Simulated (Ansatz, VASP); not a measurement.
## One calculation of BiTe, two programs

```xyz
2
Lattice="2.4227 1.3988 3.3173 -2.4227 1.3988 3.3173 0.0000 -2.7975 3.3173" Properties=species:S:1:pos:R:3 pbc="T T T"
Bi    0.0000    0.0200    4.9759
Te    0.0000    0.0000    0.0000
```

Alike in both runs: task single point; functional LDA; k mesh 7 × 7 × 7; occupations fermi-dirac, width 0.15 eV; no spin polarisation.

```csv
,VASP,Ansatz
version,VASP 6.6.1,Ansatz 0.2.0
potentials or method,"VASP PAW LDA potentials, release 64 (Bi_d, Te), cutoff 520 eV","plane waves, PAW"
valence electrons in the cell,21,31
```

Ansatz gave:

* rms of the force components (eV/Å): 0.017

Task: Estimate VASP's values.

Result: rms of the force components (eV/Å): 0.018.

LDA's correlation is that of Perdew and Zunger in VASP and of Perdew and Wang (1992) in Ansatz. Atom by atom the forces differ by 0.001 eV/Å (rms over components). VASP's potentials hold 21 valence electrons a cell and Ansatz's 31, so a difference there can come from the potentials and not from the codes.

Spin-orbit coupling is off throughout.
